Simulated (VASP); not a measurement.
A run of VASP 6.6.1 is set up as follows.

File INCAR:

```
  PREC = Accurate
  ENCUT = 520
  EDIFF = 1E-6
  ISMEAR = 0
  SIGMA = 0.1
  LREAL = F
  LASPH = T
  NELM = 80
  ALGO = Normal
  ISIF = 2
  LWAVE = F
  LCHARG = F
  GGA = PE
  NBANDS = 34
```

KPOINTS

```
Automatic mesh
0
Gamma
  4 4 4
```

POSCAR

```
CuW3
1.0
    3.9271176760      0.0000000000      0.0000000000
    0.0000000000      3.9271176760      0.0000000000
    0.0000000000      0.0000000000      3.9271176760
Cu W
1 3
Direct
    0.0000000000      0.0000000000      0.0000000000
    0.0000000000      0.5000000000      0.5000000000
    0.5000000000      0.0000000000      0.5000000000
    0.5000000000      0.5000000000      0.0000000000
```

Potentials or basis: VASP PAW PBE potentials, release 64 (Cu, W_sv).

The run is started by

```console
$ cat potpaw_PBE.64/Cu/POTCAR potpaw_PBE.64/W_sv/POTCAR > POTCAR
$ mpirun -np 1 vasp_std > vasp.out
```

Estimate the pressure.

0.4 GPa.

What does it give for the band gap on the k mesh?

Zero (an odd number of electrons rules out a gap without spin polarisation).

Caveat: the k points lie up to 0.40 Å⁻¹ apart, too coarse for converged energies and pressures of a metal; spin-orbit coupling is left out, which moves the levels of the heavy elements.
